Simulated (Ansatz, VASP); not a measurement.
**WS2: VASP beside Ansatz**

File INCAR:

```
PREC     = Accurate       # precision mode
ENCUT    = 520            # plane-wave cutoff, eV
EDIFF    = 1E-6           # SCF threshold, eV
ISMEAR   = 0              # smearing method
SIGMA    = 0.05           # smearing width, eV
LREAL    = False          # projectors in reciprocal space
LASPH    = True           # aspherical terms in the spheres
NELM     = 80             # most SCF steps
ALGO     = Normal         # electronic algorithm
ISIF     = 2              # what is computed and relaxed
LWAVE    = False          # write WAVECAR
LCHARG   = True           # write CHGCAR
GGA      = PS             # functional
IVDW     = 12             # dispersion correction
LELF     = True           # ELF
LVHAR    = True         
NBANDS   = 20             # bands
```

KPOINTS

```
Automatic mesh
0
Gamma
  12 12 12
```

POSCAR

```
WS2
1.0
    1.5000503651      0.8660544821      5.8551635000
   -1.5000503651      0.8660544821      5.8551635000
    0.0000000000     -1.7321089641      5.8551635000
W S
1 2
Direct
    0.0000000000      0.0000000000      0.0000000000
    0.7503000000      0.7503000000      0.7503000000
    0.5810000000      0.5810000000      0.5810000000
```

Input for Ansatz:

```yaml
crystal:
  lattice:
    - [1.5000503651, 0.8660544821, 5.8551635]
    - [-1.5000503651, 0.8660544821, 5.8551635]
    - [0.0, -1.7321089641, 5.8551635]
  atoms:
    - { symbol: W, position: [0.0, 0.0, 0.0] }
    - { symbol: S, position: [0.7503, 0.7503, 0.7503] }
    - { symbol: S, position: [0.581, 0.581, 0.581] }
basis:
  ecutwfc: 420
kpoints:
  mp_grid: { grid: [12, 12, 12] }
hamiltonian:
  xc: pbesol
  dispersion: d3bj
scf:
  occupations: { method: gaussian, width: 0.05 }
output:
  forces: true
  stress: true
  eigenvalues: true
```

Change from the starting cell: strain -0.050 along x and y, -0.050 along z, atoms carried along.

Alike in both runs: task single point; functional PBEsol; dispersion D3(BJ); k mesh 12 × 12 × 12; occupations gaussian, width 0.05 eV; no spin polarisation.

|  | VASP | Ansatz |
| --- | --- | --- |
| version | VASP 6.6.1 | Ansatz 0.2.0 |
| potentials or method | VASP PAW PBE potentials, release 64 (W_sv, S), cutoff 520 eV | scalar-relativistic, plane waves, PAW |
| valence electrons in the cell | 26 | 26 |

VASP gave:

* gap on the k mesh at the Fermi level (eV): 0.80
* least direct gap on the mesh (eV): 2.29
* pressure (GPa): 30.6
* traceless stress, the component that is largest in VASP (GPa): 2.59
* rms of the force components (eV/Å): 1.625

Problem. What did Ansatz give for the same quantities?

Solution. gap on the k mesh at the Fermi level (eV): 0.78; least direct gap on the mesh (eV): 2.28; pressure (GPa): 30.4; traceless stress, the component that is largest in VASP (GPa): 2.60; rms of the force components (eV/Å): 1.613.

VASP's potentials were made for PBE, not for PBEsol. Atom by atom the forces differ by 0.012 eV/Å (rms over components). Both programs put the cell under a high pressure, so it lies far from rest at this level.

Neither program's run includes spin-orbit coupling.
